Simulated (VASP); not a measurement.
# InSe in VASP: further runs

Runs on InSe. Level: PBE+D3(BJ). Tasks: single point.

Everything below comes from runs of VASP 6.6.1. Logs are shortened: lines on timing, memory, paths and dates and some standing lists are left out, and cuts for length are marked.

### Step 1. The cell of the first run

The cell holds a slab with vacuum, 4 atoms: a = 4.027 Å, b = 4.027 Å, c = 36.737 Å, α = 90.00°, β = 90.00°, γ = 120.00°.

### Step 2. Single point, PBE+D3(BJ)

Contents of INCAR:

```
SYSTEM = InSe
ALGO = Normal
DIPOL = 0.5 0.5 0.500
EDIFF = 1E-6
ENCUT = 520
GGA = PE
IDIPOL = 3
ISIF = 2
ISMEAR = 0
IVDW = 12
LASPH = .True.
LCHARG = .True.
LDIPOL = .True.
LELF = .True.
LREAL = .False.
LVACPOTAV = .True.
LVHAR = .True.
LWAVE = .False.
NBANDS = 27
NELM = 60
PREC = Accurate
SIGMA = 0.02
```

Contents of KPOINTS:

```
k-points
0
Gamma
  9 9 1
  0 0 0
```

Contents of POSCAR:

```
InSe
1.0
    4.0273261969      0.0000000000      0.0000000000
   -2.0136630984      3.4877667959      0.0000000000
    0.0000000000      0.0000000000     36.7365582894
Se In
2 2
Direct
    0.3333333333      0.6666666667      0.4266973251
    0.3333333333      0.6666666667      0.5733026749
    0.6666666667      0.3333333333      0.4619557468
    0.6666666667      0.3333333333      0.5380442532
```

Potentials or basis: VASP PAW PBE potentials, release 64 (Se, In_d).

The run is started by

```console
$ cat potpaw_PBE.64/Se/POTCAR potpaw_PBE.64/In_d/POTCAR > POTCAR
$ mpirun -np 1 vasp_std > vasp.out
```

OUTCAR:

```text
SYSTEM = InSe
   EDIFF = 1E-6
   ENCUT = 520
   GGA = PE
   ISIF = 2
   ISMEAR = 0
   IVDW = 12
   LASPH = .True.
   LREAL = .False.
   NELM = 60
   PREC = Accurate
 IVDW          = 12

 ion  position               nearest neighbor table
   1  0.333  0.667  0.427-   3 2.66   3 2.66   3 2.66
   2  0.333  0.667  0.573-   4 2.66   4 2.66   4 2.66
   3  0.667  0.333  0.462-   1 2.66   1 2.66   1 2.66   4 2.80
   4  0.667  0.333  0.538-   2 2.66   2 2.66   2 2.66   3 2.80

  LATTYP: Found a hexagonal cell.
 ALAT       =     4.0273261969
 C/A-ratio  =     9.1218233869

  Lattice vectors:

 A1 = (   4.0273261969,   0.0000000000,   0.0000000000)
 A2 = (  -2.0136630984,   3.4877667959,   0.0000000000)
 A3 = (   0.0000000000,   0.0000000000,  36.7365582894)

Analysis of symmetry for initial positions (statically):
=====================================================================
 Subroutine PRICEL returns:
 Original cell was already a primitive cell.

 Routine SETGRP: Setting up the symmetry group for a
 hexagonal supercell.

 Subroutine GETGRP returns: Found 12 space group operations
 (whereof 12 operations were pure point group operations)
 out of a pool of 24 trial point group operations.

The static configuration has the point symmetry D_3h.

Analysis of symmetry for dynamics (positions and initial velocities):
=====================================================================
 Subroutine PRICEL returns:
 Original cell was already a primitive cell.

 Routine SETGRP: Setting up the symmetry group for a
 hexagonal supercell.

 Subroutine GETGRP returns: Found 12 space group operations
 (whereof 12 operations were pure point group operations)
 out of a pool of 24 trial point group operations.

The dynamic configuration has the point symmetry D_3h.

 Subroutine INISYM returns: Found 12 space group operations
 (whereof 12 operations are pure point group operations),
 and found     1 'primitive' translations

----------------------------------------------------------------------------------------

                                     Primitive cell

  volume of cell :     516.0155

  direct lattice vectors                    reciprocal lattice vectors
     4.027326197  0.000000000  0.000000000     0.248303701  0.143358209  0.000000000
    -2.013663098  3.487766796  0.000000000     0.000000000  0.286716417  0.000000000
     0.000000000  0.000000000 36.736558289     0.000000000  0.000000000  0.027220841

  length of vectors
     4.027326197  4.027326197 36.736558289     0.286716417  0.286716417  0.027220841

  position of ions in fractional coordinates (direct lattice)
     0.333333333  0.666666667  0.426697325
     0.333333333  0.666666667  0.573302675
     0.666666667  0.333333333  0.461955747
     0.666666667  0.333333333  0.538044253

  ion indices of the primitive-cell ions
   primitive index   ion index
                 1           1
                 2           2
                 3           3
                 4           4

----------------------------------------------------------------------------------------

 KPOINTS: k-points

Automatic generation of k-mesh.
 Grid dimensions read from file:
 generate k-points for:    9    9    1

 Generating k-lattice:

  Cartesian coordinates                     Fractional coordinates (reciprocal lattice)
     0.027589300  0.015928690  0.000000000     0.111111111 -0.000000000  0.000000000
     0.000000000  0.031857380  0.000000000     0.000000000  0.111111111  0.000000000
     0.000000000  0.000000000  0.027220841     0.000000000  0.000000000  1.000000000

  Length of vectors
     0.031857380  0.031857380  0.027220841

  Shift w.r.t. Gamma in fractional coordinates (k-lattice)
     0.000000000  0.000000000  0.000000000

 Subroutine IBZKPT returns following result:
 ===========================================

 Found     12 irreducible k-points:

 Following reciprocal coordinates:
            Coordinates               Weight
  0.000000  0.000000  0.000000      1.000000
  0.111111  0.000000  0.000000      6.000000
  0.222222  0.000000  0.000000      6.000000
  0.333333  0.000000  0.000000      6.000000
  0.444444  0.000000  0.000000      6.000000
  0.111111  0.111111  0.000000      6.000000
  0.222222  0.111111  0.000000     12.000000
  0.333333  0.111111  0.000000     12.000000
  0.444444  0.111111  0.000000      6.000000
  0.222222  0.222222  0.000000      6.000000
  0.333333  0.222222  0.000000     12.000000
  0.333333  0.333333  0.000000      2.000000
   k-points           NKPTS =     12   k-points in BZ     NKDIM =     12   number of bands    NBANDS=     27
   number of dos      NEDOS =    301   number of ions     NIONS =      4
   total plane-waves  NPLWV = 252000
   dimension x,y,z NGX =    30 NGY =   30 NGZ =  280
   dimension x,y,z NGXF=    60 NGYF=   60 NGZF=  560
   ions per type =               2   2
   NGX,Y,Z   is equivalent  to a cutoff of  12.38, 12.38, 12.67 a.u.
   NGXF,Y,Z  is equivalent  to a cutoff of  24.77, 24.77, 25.34 a.u.
 SYSTEM =  InSe
   PREC   = accura    normal or accurate (medium, high low for compatibility)
   ISTART =      0    job   : 0-new  1-cont  2-samecut
   ICHARG =      2    charge: 1-file 2-atom 10-const
   ISPIN  =      1    spin polarized calculation?
   LNONCOLLINEAR =      F non collinear calculations
   LSORBIT =      F    spin-orbit coupling
   LASPH  =      T    aspherical Exc in radial PAW
   ENCUT  =  520.0 eV  38.22 Ry    6.18 a.u.   7.49  7.49 68.31*2*pi/ulx,y,z
   NELM   =     60;   NELMIN=  2; NELMDL= -5     # of ELM steps
   EDIFF  = 0.1E-05   stopping-criterion for ELM
   LREAL  =      F    real-space projection
   EDIFFG = 0.1E-04   stopping-criterion for IOM
   NSW    =      0    number of steps for IOM
   IBRION =     -1    ionic relax: 0-MD 1-quasi-New 2-CG
   NFREE  =      0    steps in history (QN), initial steepest desc. (CG)
   ISIF   =      2    stress and relaxation
   ISYM   =      2    0-nonsym 1-usesym 2-fastsym
   POTIM  = 0.5000    time-step for ionic-motion
   TEBEG  =    0.0;   TEEND  =   0.0 temperature during run
   PSTRESS=    0.0 pullay stress
   NELECT =      38.0000    total number of electrons
   NUPDOWN=      -1.0000    fix difference up-down
   EMIN   =  10.00;   EMAX   =-10.00  energy-range for DOS
   EFERMI =   0.00;   METHOD = LEGACY
   ISMEAR =     0;   SIGMA  =   0.02  broadening in eV -4-tet -1-fermi 0-gaus
   EFERMI_NEDOS =   21; number of points for ismear=-14 and -15
   IALGO  =     38    algorithm
   IMIX   =      4    mixing-type and parameters
     AMIX     =   0.40;   BMIX     =  1.00
     AMIX_MAG =   1.60;   BMIX_MAG =  1.00
  volume/ion in A,a.u.               =     129.00       870.56
  Fermi-wavevector in a.u.,A,eV,Ry     =   0.686196  1.296723  6.406515  0.470866
  Thomas-Fermi vector in A             =   1.766356
   LORBIT       =      0    0 simple, 1 ext, 2 COOP (PROOUT), +10 PAW based schemes
   GGA     = PE    functional components
   LHFCALC =     F    Hartree Fock is set to
   AEXX    =    0.0000 exact exchange contribution
   IVDW    =    12    specifies the selected vdW correction
   LEPSILON=     F    determine dielectric tensor
   LRPA    =     F    only Hartree local field effects (RPA)
 non-spin polarized calculation
 Gauss-broadening in eV      SIGMA  =   0.02
  energy-cutoff  :      520.00
  volume of cell :      516.02
 maximum number of plane-waves:     13991
 NGX is ok and might be reduce to    30
   NGX = 15   NGY = 15   NGZ =137

 number of electron      38.0000001 magnetization

 dipolmoment           0.000000      0.000000      0.000000 electrons x Angstroem

 Free energy of the ion-electron system (eV)
  ---------------------------------------------------
  ext. energy  EPLUGINS =         0.00000000
  ---------------------------------------------------
  free energy    TOTEN  =       -14.20383480 eV

  energy without entropy =      -14.20383480  energy(sigma->0) =      -14.20383480

 E-fermi :  -3.7443     XC(G=0):  -2.3215

 val. band max:       -3.8842436747   @ k =   0.1111   0.1111   0.0000
 cond. band min:      -2.2640417650   @ k =   0.0000   0.0000   0.0000
 fundamental gap:      1.6202019096
 Fermi energy:        -3.7442672831

 k-point     1 :       0.0000    0.0000    0.0000
  band No.  band energies     occupation
      1     -17.8907      2.00000
      2     -17.7079      2.00000
      3     -17.7079      2.00000
      4     -17.6257      2.00000
      5     -17.6257      2.00000
      6     -17.6183      2.00000
[... 19 lines left out ...]
     26       2.1528      0.00000
     27       2.2991      0.00000

 k-point     2 :       0.1111    0.0000    0.0000
  band No.  band energies     occupation
      1     -17.8901      2.00000
      2     -17.7473      2.00000
      3     -17.7061      2.00000
      4     -17.6699      2.00000
      5     -17.6214      2.00000
      6     -17.6173      2.00000
[... 19 lines left out ...]
     26       2.0950      0.00000
     27       2.3047      0.00000

 k-point     3 :       0.2222    0.0000    0.0000
  band No.  band energies     occupation
      1     -17.9024      2.00000
      2     -17.8151      2.00000
      3     -17.7618      2.00000
      4     -17.7039      2.00000
      5     -17.6293      2.00000
      6     -17.5960      2.00000
[... 19 lines left out ...]
     26       2.2687      0.00000
     27       2.7486      0.00000

 k-point     4 :       0.3333    0.0000    0.0000
  band No.  band energies     occupation
      1     -17.9540      2.00000
      2     -17.8443      2.00000
      3     -17.8352      2.00000
      4     -17.7043      2.00000
      5     -17.6381      2.00000
      6     -17.5720      2.00000
[... 19 lines left out ...]
     26       2.7785      0.00000
     27       3.4935      0.00000

 k-point     5 :       0.4444    0.0000    0.0000
  band No.  band energies     occupation
      1     -17.9948      2.00000
      2     -17.8901      2.00000
      3     -17.8343      2.00000
      4     -17.7056      2.00000
      5     -17.6437      2.00000
      6     -17.5565      2.00000
[... 19 lines left out ...]
     26       3.6496      0.00000
     27       3.6506      0.00000

 k-point     6 :       0.1111    0.1111    0.0000
  band No.  band energies     occupation
      1     -17.8949      2.00000
      2     -17.7995      2.00000
      3     -17.7355      2.00000
      4     -17.7053      2.00000
      5     -17.6254      2.00000
      6     -17.6038      2.00000
[... 19 lines left out ...]
     26       2.2008      0.00000
     27       2.4212      0.00000

 k-point     7 :       0.2222    0.1111    0.0000
  band No.  band energies     occupation
      1     -17.9309      2.00000
      2     -17.8334      2.00000
      3     -17.8166      2.00000
      4     -17.7072      2.00000
      5     -17.6313      2.00000
      6     -17.5837      2.00000
[... 19 lines left out ...]
     26       2.7525      0.00000
     27       3.0330      0.00000

 k-point     8 :       0.3333    0.1111    0.0000
  band No.  band energies     occupation
      1     -17.9796      2.00000
      2     -17.8759      2.00000
      3     -17.8353      2.00000
      4     -17.7104      2.00000
      5     -17.6365      2.00000
      6     -17.5662      2.00000
[... 19 lines left out ...]
     26       3.3472      0.00000
     27       3.4393      0.00000

 k-point     9 :       0.4444    0.1111    0.0000
  band No.  band energies     occupation
      1     -17.9990      2.00000
      2     -17.8971      2.00000
      3     -17.8338      2.00000
      4     -17.7120      2.00000
      5     -17.6386      2.00000
      6     -17.5595      2.00000
[... 19 lines left out ...]
     26       3.5206      0.00000
     27       4.1544      0.00000

 k-point    10 :       0.2222    0.2222    0.0000
  band No.  band energies     occupation
      1     -17.9698      2.00000
      2     -17.8677      2.00000
      3     -17.8360      2.00000
      4     -17.7155      2.00000
      5     -17.6289      2.00000
      6     -17.5761      2.00000
[... 19 lines left out ...]
     26       3.4086      0.00000
     27       3.6473      0.00000

 k-point    11 :       0.3333    0.2222    0.0000
  band No.  band energies     occupation
      1     -17.9947      2.00000
      2     -17.8970      2.00000
      3     -17.8339      2.00000
      4     -17.7220      2.00000
      5     -17.6258      2.00000
      6     -17.5728      2.00000
[... 19 lines left out ...]
     26       3.8324      0.00000
     27       3.8482      0.00000

 k-point    12 :       0.3333    0.3333    0.0000
  band No.  band energies     occupation
      1     -17.9991      2.00000
      2     -17.9041      2.00000
      3     -17.8330      2.00000
      4     -17.7276      2.00000
      5     -17.6171      2.00000
      6     -17.5806      2.00000
[... 19 lines left out ...]
     26       3.7596      0.00000
     27       4.1489      0.00000

------------------------ aborting loop because EDIFF is reached ----------------------------------------

 vacuum level on the upper side and lower side of the slab       (xc-potential included)        -0.117        -0.117

 Edisp (eV)   -0.88557

 E8    (eV) :    -0.4272

  FORCE on cell =-STRESS in cart. coord.  units (eV):
  Direction    XX          YY          ZZ          XY          YZ          ZX
  --------------------------------------------------------------------------------------
  -------------------------------------------------------------------------------------
  Total       0.01176     0.01176     0.00480     0.00000     0.00000     0.00000
  in kB       0.03652     0.03652     0.01489     0.00000     0.00000     0.00000
  external pressure =        0.03 kB  Pullay stress =        0.00 kB

 VOLUME and BASIS-vectors are now :
 -----------------------------------------------------------------------------
  energy-cutoff  :      520.00
  volume of cell :      516.02
      direct lattice vectors                 reciprocal lattice vectors
     4.027326197  0.000000000  0.000000000     0.248303701  0.143358209  0.000000000
    -2.013663098  3.487766796  0.000000000     0.000000000  0.286716417  0.000000000
     0.000000000  0.000000000 36.736558289     0.000000000  0.000000000  0.027220841

 POSITION                                       TOTAL-FORCE (eV/Angst)
 -----------------------------------------------------------------------------------
     -0.00000      2.32518     15.67539        -0.000000     -0.000000     -0.013253
     -0.00000      2.32518     21.06117        -0.000000      0.000000      0.013253
      2.01366      1.16259     16.97066         0.000000      0.000000      0.014920
      2.01366      1.16259     19.76589         0.000000     -0.000000     -0.014920
 -----------------------------------------------------------------------------------
    total drift:                                0.000000     -0.000000      0.000000

  FREE ENERGIE OF THE ION-ELECTRON SYSTEM (eV)
  ---------------------------------------------------
  free  energy   TOTEN  =       -15.0894008021 eV

  energy  without entropy=      -15.0894008021  energy(sigma->0) =      -15.08940080

 vacuum level on the upper side and lower side of the slab         2.110         2.110
```

Wall time 2.8 min (1 thread of Intel Xeon 6975P-C (Granite Rapids), shared host); peak memory 0.61 GiB.

Results:

- Free energy: -15.0894 eV
- Largest force: 0.015 eV/Å
- Band gap on the k mesh: 1.62 eV, indirect (least direct gap 1.69 eV)
- Dispersion energy per atom: -0.221 eV
- Ionisation potential of the upper face: 5.99 eV

Forces on the atoms (eV/Å):
```
Se   0.000  0.000 -0.013
Se   0.000  0.000  0.013
In   0.000  0.000  0.015
In   0.000  0.000 -0.015
```

Levels at points of the mesh, in eV from the valence-band top:
```tsv
k point	band 16	band 17	band 18	band 19	band 20	band 21	band 22	band 23
(0.00, 0.00, 0.00)	-0.45	-0.37	-0.37	-0.07	1.62	2.84	5.08	5.08
```

Caveat: spin-orbit coupling is left out, which moves the levels of the heavy elements.

(Part 1 of 2 ends here.)
